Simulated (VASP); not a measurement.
# Li (Im-3m) in VASP: further runs

Aim: see how the results for Li move with the level of theory and the settings. Levels: PBE, r2SCAN. Tasks: single point, relaxation of cell and atoms.

Program: VASP 6.6.1. These are calculated values, not measurements. Logs are shortened: lines on timing, memory, paths and dates and some standing lists are left out, and cuts for length are marked.

### 1 The cell of the first run

The structure is cubic, space group Im-3m (No. 229). The conventional cell has a = 3.431 Å, b = 3.431 Å, c = 3.431 Å, α = 90.00°, β = 90.00°, γ = 90.00°. Li (site symmetry m-3m) has 14 Li at 2.97 to 3.43 Å within 3.9 Å.

### 2 Single point, PBE

Input file INCAR:

```
SYSTEM = Li
  ALGO = Normal
  EDIFF = 1E-7
  ENCUT = 520
  GGA = PE
  ISIF = 2
  ISMEAR = -1
  LASPH = .True.
  LCHARG = .False.
  LREAL = .False.
  LWAVE = .False.
  NBANDS = 8
  NELM = 80
  PREC = Accurate
  SIGMA = 0.05
```

Input file KPOINTS:

```
k-points
0
Gamma
  15 15 15
  0 0 0
```

Input file POSCAR:

```
Li
1.0
   -1.7152965837      1.7152965837      1.7152965837
    1.7152965837     -1.7152965837      1.7152965837
    1.7152965837      1.7152965837     -1.7152965837
Li
1
Direct
    0.0000000000      0.0000000000      0.0000000000
```

Potentials or basis: VASP PAW PBE potentials, release 64 (Li_sv).

Command:

```bash
> cat potpaw_PBE.64/Li_sv/POTCAR > POTCAR
> mpirun -np 1 vasp_std > vasp.out
```

OUTCAR:

```text
SYSTEM = Li
   EDIFF = 1E-7
   ENCUT = 520
   GGA = PE
   ISIF = 2
   ISMEAR = -1
   LASPH = .True.
   LREAL = .False.
   NELM = 80
   PREC = Accurate

 ion  position               nearest neighbor table
   1  0.000  0.000  0.000-

  LATTYP: Found a body centered cubic cell.
 ALAT       =     3.4305931674

  Lattice vectors:

 A1 = (  -1.7152965837,   1.7152965837,   1.7152965837)
 A2 = (   1.7152965837,  -1.7152965837,   1.7152965837)
 A3 = (   1.7152965837,   1.7152965837,  -1.7152965837)

Analysis of symmetry for initial positions (statically):
=====================================================================
 Subroutine PRICEL returns:
 Original cell was already a primitive cell.

 Routine SETGRP: Setting up the symmetry group for a
 body centered cubic supercell.

 Subroutine GETGRP returns: Found 48 space group operations
 (whereof 48 operations were pure point group operations)
 out of a pool of 48 trial point group operations.

The static configuration has the point symmetry O_h .

Analysis of symmetry for dynamics (positions and initial velocities):
=====================================================================
 Subroutine PRICEL returns:
 Original cell was already a primitive cell.

 Routine SETGRP: Setting up the symmetry group for a
 body centered cubic supercell.

 Subroutine GETGRP returns: Found 48 space group operations
 (whereof 48 operations were pure point group operations)
 out of a pool of 48 trial point group operations.

The dynamic configuration has the point symmetry O_h .

 Subroutine INISYM returns: Found 48 space group operations
 (whereof 48 operations are pure point group operations),
 and found     1 'primitive' translations

----------------------------------------------------------------------------------------

                                     Primitive cell

  volume of cell :      20.1873

  direct lattice vectors                    reciprocal lattice vectors
    -1.715296584  1.715296584  1.715296584     0.000000000  0.291494780  0.291494780
     1.715296584 -1.715296584  1.715296584     0.291494780  0.000000000  0.291494780
     1.715296584  1.715296584 -1.715296584     0.291494780  0.291494780  0.000000000

  length of vectors
     2.970980833  2.970980833  2.970980833     0.412235871  0.412235871  0.412235871

  position of ions in fractional coordinates (direct lattice)
     0.000000000  0.000000000  0.000000000

  ion indices of the primitive-cell ions
   primitive index   ion index
                 1           1

----------------------------------------------------------------------------------------

 KPOINTS: k-points

Automatic generation of k-mesh.
 Grid dimensions read from file:
 generate k-points for:   15   15   15

 Generating k-lattice:

  Cartesian coordinates                     Fractional coordinates (reciprocal lattice)
     0.000000000  0.019432985  0.019432985     0.066666667  0.000000000  0.000000000
     0.019432985  0.000000000  0.019432985     0.000000000  0.066666667  0.000000000
     0.019432985  0.019432985  0.000000000     0.000000000  0.000000000  0.066666667

  Length of vectors
     0.027482391  0.027482391  0.027482391

  Shift w.r.t. Gamma in fractional coordinates (k-lattice)
     0.000000000  0.000000000  0.000000000

 Subroutine IBZKPT returns following result:
 ===========================================

 Found    120 irreducible k-points:

 Following reciprocal coordinates:
            Coordinates               Weight
  0.000000  0.000000  0.000000      1.000000
  0.066667  0.000000  0.000000     12.000000
  0.133333  0.000000  0.000000     12.000000
  0.200000  0.000000  0.000000     12.000000
  0.266667  0.000000  0.000000     12.000000
  0.333333  0.000000  0.000000     12.000000
[... 16 lines left out ...]
  0.333333  0.200000 -0.000000     48.000000
  0.400000  0.200000  0.000000     24.000000
 [... further k-points ...]
   k-points           NKPTS =    120   k-points in BZ     NKDIM =    120   number of bands    NBANDS=      8
   number of dos      NEDOS =    301   number of ions     NIONS =      1
   total plane-waves  NPLWV =  13824
   dimension x,y,z NGX =    24 NGY =   24 NGZ =   24
   dimension x,y,z NGXF=    48 NGYF=   48 NGZF=   48
   ions per type =               1
   NGX,Y,Z   is equivalent  to a cutoff of  13.43, 13.43, 13.43 a.u.
   NGXF,Y,Z  is equivalent  to a cutoff of  26.86, 26.86, 26.86 a.u.
 SYSTEM =  Li
   PREC   = accura    normal or accurate (medium, high low for compatibility)
   ISTART =      0    job   : 0-new  1-cont  2-samecut
   ICHARG =      2    charge: 1-file 2-atom 10-const
   ISPIN  =      1    spin polarized calculation?
   LNONCOLLINEAR =      F non collinear calculations
   LSORBIT =      F    spin-orbit coupling
   LASPH  =      T    aspherical Exc in radial PAW
   ENCUT  =  520.0 eV  38.22 Ry    6.18 a.u.   5.52  5.52  5.52*2*pi/ulx,y,z
   NELM   =     80;   NELMIN=  2; NELMDL= -5     # of ELM steps
   EDIFF  = 0.1E-06   stopping-criterion for ELM
   LREAL  =      F    real-space projection
   EDIFFG = 0.1E-05   stopping-criterion for IOM
   NSW    =      0    number of steps for IOM
   IBRION =     -1    ionic relax: 0-MD 1-quasi-New 2-CG
   NFREE  =      0    steps in history (QN), initial steepest desc. (CG)
   ISIF   =      2    stress and relaxation
   ISYM   =      2    0-nonsym 1-usesym 2-fastsym
   POTIM  = 0.5000    time-step for ionic-motion
   TEBEG  =    0.0;   TEEND  =   0.0 temperature during run
   PSTRESS=    0.0 pullay stress
   NELECT =       3.0000    total number of electrons
   NUPDOWN=      -1.0000    fix difference up-down
   EMIN   =  10.00;   EMAX   =-10.00  energy-range for DOS
   EFERMI =   0.00;   METHOD = LEGACY
   ISMEAR =    -1;   SIGMA  =   0.05  broadening in eV -4-tet -1-fermi 0-gaus
   EFERMI_NEDOS =   21; number of points for ismear=-14 and -15
   IALGO  =     38    algorithm
   IMIX   =      4    mixing-type and parameters
     AMIX     =   0.40;   BMIX     =  1.00
     AMIX_MAG =   1.60;   BMIX_MAG =  1.00
  volume/ion in A,a.u.               =      20.19       136.23
  Fermi-wavevector in a.u.,A,eV,Ry     =   0.867140  1.638658 10.230660  0.751932
  Thomas-Fermi vector in A             =   1.985631
   LORBIT       =      0    0 simple, 1 ext, 2 COOP (PROOUT), +10 PAW based schemes
   GGA     = PE    functional components
   LHFCALC =     F    Hartree Fock is set to
   AEXX    =    0.0000 exact exchange contribution
   IVDW    =     0    specifies the selected vdW correction
   LEPSILON=     F    determine dielectric tensor
   LRPA    =     F    only Hartree local field effects (RPA)
 non-spin polarized calculation
  energy-cutoff  :      520.00
  volume of cell :       20.19
 maximum number of plane-waves:       560
 NGX is ok and might be reduce to    24
   NGX = 11   NGY = 11   NGZ = 11

 number of electron       3.0000001 magnetization

 Free energy of the ion-electron system (eV)
  ---------------------------------------------------
  ext. energy  EPLUGINS =         0.00000000
  ---------------------------------------------------
  free energy    TOTEN  =        -1.90563775 eV

  energy without entropy =       -1.90121198  energy(sigma->0) =       -1.90342486

 E-fermi :   0.6788     XC(G=0):  -7.0541

 val. band max:        0.6137964674   @ k =  -0.3333   0.3333   0.2667
 cond. band min:       0.6899566217   @ k =   0.2000   0.2000   0.1333
 fundamental gap:      0.0761601542
 Fermi energy:         0.6788151069

 k-point     1 :       0.0000    0.0000    0.0000
  band No.  band energies     occupation
      1     -45.8856      2.00000
      2      -2.9290      2.00000
      3      15.2846      0.00000
      4      15.2846      0.00000
      5      15.2847      0.00000
      6      20.0643      0.00000
      7      20.0643      0.00000
      8      20.0643      0.00000

 k-point     2 :       0.0667    0.0000    0.0000
  band No.  band energies     occupation
      1     -45.8847      2.00000
      2      -2.8446      2.00000
      3      14.7098      0.00000
      4      14.8599      0.00000
      5      15.1364      0.00000
      6      18.8025      0.00000
      7      19.0050      0.00000
      8      20.2581      0.00000

 k-point     3 :       0.1333    0.0000    0.0000
  band No.  band energies     occupation
      1     -45.8823      2.00000
      2      -2.5919      2.00000
      3      13.0640      0.00000
      4      13.9827      0.00000
      5      14.7208      0.00000
      6      17.7002      0.00000
      7      17.7923      0.00000
      8      19.8843      0.00000

 k-point     4 :       0.2000    0.0000    0.0000
  band No.  band energies     occupation
      1     -45.8787      2.00000
      2      -2.1703      2.00000
      3      10.9512      0.00000
      4      13.0746      0.00000
      5      14.1476      0.00000
      6      16.5842      0.00000
      7      17.4446      0.00000
      8      20.0087      0.00000

 k-point     5 :       0.2667    0.0000    0.0000
  band No.  band energies     occupation
      1     -45.8747      2.00000
      2      -1.5829      2.00000
      3       8.8417      0.00000
      4      12.2888      0.00000
      5      13.5609      0.00000
      6      15.6850      0.00000
      7      17.3996      0.00000
      8      20.5186      0.00000
[... 177 lines left out ...]
 k-point    22 :       0.2667    0.2000    0.0000
  band No.  band energies     occupation
      1     -45.8669      2.00000
      2       0.1761      1.99991
      3       6.0569      0.00000
      4       8.4851      0.00000
      5      11.6934      0.00000
      6      17.8524      0.00000
      7      18.7702      0.00000
      8      22.3690      0.00000

 k-point    23 :       0.3333    0.2000   -0.0000
  band No.  band energies     occupation
      1     -45.8650      2.00000
      2       1.0822      0.00063
      3       4.6360      0.00000
      4       8.1153      0.00000
      5      11.4567      0.00000
      6      17.9303      0.00000
      7      19.3198      0.00000
      8      22.3070      0.00000

 k-point    24 :       0.4000    0.2000    0.0000
  band No.  band energies     occupation
      1     -45.8643      2.00000
      2       1.6349      0.00000
      3       3.9027      0.00000
      4       7.9983      0.00000
      5      11.3764      0.00000
      6      17.9396      0.00000
      7      19.6775      0.00000
      8      21.8805      0.00000

 [... further k-points ...]

------------------------ aborting loop because EDIFF is reached ----------------------------------------

  FORCE on cell =-STRESS in cart. coord.  units (eV):
  Direction    XX          YY          ZZ          XY          YZ          ZX
  --------------------------------------------------------------------------------------
  -------------------------------------------------------------------------------------
  Total       -0.0035144     -0.0035144     -0.0035144      0.0000000      0.0000000     -0.0000000
  in kB       -0.2789244     -0.2789244     -0.2789244      0.0000000      0.0000000     -0.0000000
  external PRESSURE =      -0.2789244 kB  Pullay stress =       0.0000000 kB

 VOLUME and BASIS-vectors are now :
 -----------------------------------------------------------------------------
  energy-cutoff  :      520.00
  volume of cell :       20.19
      direct lattice vectors                 reciprocal lattice vectors
    -1.715296584  1.715296584  1.715296584     0.000000000  0.291494780  0.291494780
     1.715296584 -1.715296584  1.715296584     0.291494780  0.000000000  0.291494780
     1.715296584  1.715296584 -1.715296584     0.291494780  0.291494780  0.000000000

 POSITION                                       TOTAL-FORCE (eV/Angst)
 -----------------------------------------------------------------------------------
      0.00000      0.00000      0.00000         0.000000     -0.000000      0.000000
 -----------------------------------------------------------------------------------
    total drift:                               -0.000000      0.000000     -0.000000

  FREE ENERGIE OF THE ION-ELECTRON SYSTEM (eV)
  ---------------------------------------------------
  free  energy   TOTEN  =        -1.9056377524 eV

  energy  without entropy=       -1.9012119769  energy(sigma->0) =       -1.90342486
```

It took 6.1 s on 1 thread of Intel Xeon 6975P-C (Granite Rapids), shared host; peak memory 0.13 GiB.

What came out:

```yaml
Free_energy: -1.9056 eV
Band_gap_on_the_k_mesh: zero (an odd number of electrons rules out a gap without spin polarisation)
```

Caveat: the cutoff is under 1.25 times the usual one of these potentials, so pressure, stress and relaxed cells hold a basis-set (Pulay) error.

### 3 Single point, r2SCAN

This run uses another cell than the first one, of 20.98 Å³/atom.

Input file POSCAR:

```
Li
1.0
   -1.7374171473      1.7374171473      1.7374171473
    1.7374171473     -1.7374171473      1.7374171473
    1.7374171473      1.7374171473     -1.7374171473
Li
1
Direct
    0.0000000000      0.0000000000      0.0000000000
```

Input file INCAR.step1:

```
PREC = Accurate
ENCUT = 520
ISMEAR = -1
SIGMA = 0.05
LREAL = F
LASPH = T
NELM = 100
NBANDS = 8
GGA = PE
ALGO = Normal
EDIFF = 1E-4
LWAVE = T
LCHARG = F
```

Input file INCAR.step2:

```
PREC = Accurate
ENCUT = 520
EDIFF = 1E-6
ISMEAR = -1
SIGMA = 0.05
LREAL = F
LASPH = T
NELM = 100
ALGO = Normal
ISIF = 2
LWAVE = F
LCHARG = T
METAGGA = R2SCAN
LMIXTAU = T
LELF = T
LVHAR = T
NBANDS = 8
ISTART = 1
```

Input file KPOINTS:

```
Automatic mesh
0
Gamma
  15 15 15
```

Potentials or basis: VASP PAW PBE potentials, release 64 (Li_sv).

Command:

```bash
> cat potpaw_PBE.64/Li_sv/POTCAR > POTCAR
> cp INCAR.step1 INCAR
> mpirun -np 1 vasp_std > vasp.out
> cp INCAR.step2 INCAR
> mpirun -np 1 vasp_std > vasp.out
```

Wall time 34 s (1 thread of Intel Xeon 6975P-C (Granite Rapids), shared host); peak memory 0.14 GiB.

It converged, with:

```yaml
Free_energy: -2.3823 eV
Band_gap_on_the_k_mesh: zero (an odd number of electrons rules out a gap without spin polarisation)
```

Levels at points of the mesh, in eV from the Fermi level:
| k point | band 1 | band 2 | band 3 | band 4 | band 5 |
| --- | --- | --- | --- | --- | --- |
| (0.00, 0.00, 0.00) | -48.20 | -3.86 | 15.90 | 15.90 | 15.90 |

Caveat: the cutoff is under 1.25 times the usual one of these potentials, so pressure, stress and relaxed cells hold a basis-set (Pulay) error; the PAW data sets were made with another functional, which shifts forces and pressure a little.

### 4 Relaxation of cell and atoms, PBE

This run uses another cell than the first one, of 21.61 Å³/atom.

Input file INCAR:

```
PREC = Accurate
ENCUT = 600
EDIFF = 1E-6
ISMEAR = -1
SIGMA = 0.05
LREAL = False
LASPH = True
NELM = 60
ALGO = Normal
ISIF = 3
LWAVE = False
LCHARG = False
GGA = PE
IBRION = 2
NSW = 80
EDIFFG = -0.01
```

Input file KPOINTS:

```
regular mesh
0
Gamma
  15 15 15
```

Input file POSCAR:

```
Li
1.0
   -1.7546500000      1.7546500000      1.7546500000
    1.7546500000     -1.7546500000      1.7546500000
    1.7546500000      1.7546500000     -1.7546500000
Li
1
Direct
    0.0000000000      0.0000000000      0.0000000000
```

Command:

```bash
> cat potpaw_PBE.64/Li_sv/POTCAR > POTCAR
> mpirun -np 1 vasp_std > vasp.out
```

Run time: 7.3 s. Hardware: 1 thread of Intel Xeon 6975P-C (Granite Rapids), shared host; peak memory 0.13 GiB.

It converged, with:

```yaml
Free_energy: -1.9069 eV
Relaxed_volume: 20.11 Å³/atom
Relaxed_cell: a = 2.967 Å, b = 2.967 Å, c = 2.967 Å, α = 109.47°, β = 109.47°, γ = 109.47°
Space_group_after_relaxing_to_0.1_Å: Im-3m (No. 229)
Energy_gained_by_relaxing: 4.7 meV/atom
Ionic_steps: 3
Pressure_after_relaxing: -0.1 GPa
Band_gap_on_the_k_mesh: zero (an odd number of electrons rules out a gap without spin polarisation)
```

The path:
```tsv
step	energy change (eV)	largest force (eV/Å)	pressure (GPa)	volume (Å³)
1	0.0000	0.0000	-0.91	21.61
2	-0.0019	0.0000	-0.71	21.23
3	-0.0047	0.0000	-0.06	20.11
```

Final structure:
```
CELL_PARAMETERS angstrom
-1.71307 1.71307 1.71307
1.71307 -1.71307 1.71307
1.71307 1.71307 -1.71307
ATOMIC_POSITIONS crystal
Li 0.00000 0.00000 0.00000
```

Levels at points of the mesh, in eV from the Fermi level:
```
           k point  band 1  band 2  band 3  band 4
(0.00, 0.00, 0.00)  -46.55   -3.61   14.65   14.65
```

Caveat: the cutoff is under 1.25 times the usual one of these potentials, so pressure, stress and relaxed cells hold a basis-set (Pulay) error.

### 5 Overview

```tsv
task	level	cell	cutoff (eV)	gap on the mesh (eV)
single point	PBE	a = 2.971 Å, angles 109.5°, 1 atom	520	none
single point	r2SCAN	a = 3.009 Å, angles 109.5°, 1 atom	520	none
relaxation of cell and atoms	PBE	relaxed from a = 3.039 Å, angles 109.5°, 1 atom	600	none
```

Alike in all rows: potentials or basis VASP PAW PBE potentials, release 64 (Li_sv); no spin polarisation; k mesh 15 × 15 × 15; smearing fermi-dirac 0.05 eV.

Caveats: the cutoff is under 1.25 times the usual one of these potentials, so pressure, stress and relaxed cells hold a basis-set (Pulay) error; the PAW data sets were made with another functional, which shifts forces and pressure a little (at least some runs).

Total energies depend on the potentials used, so only differences within one code and one set of settings carry meaning.
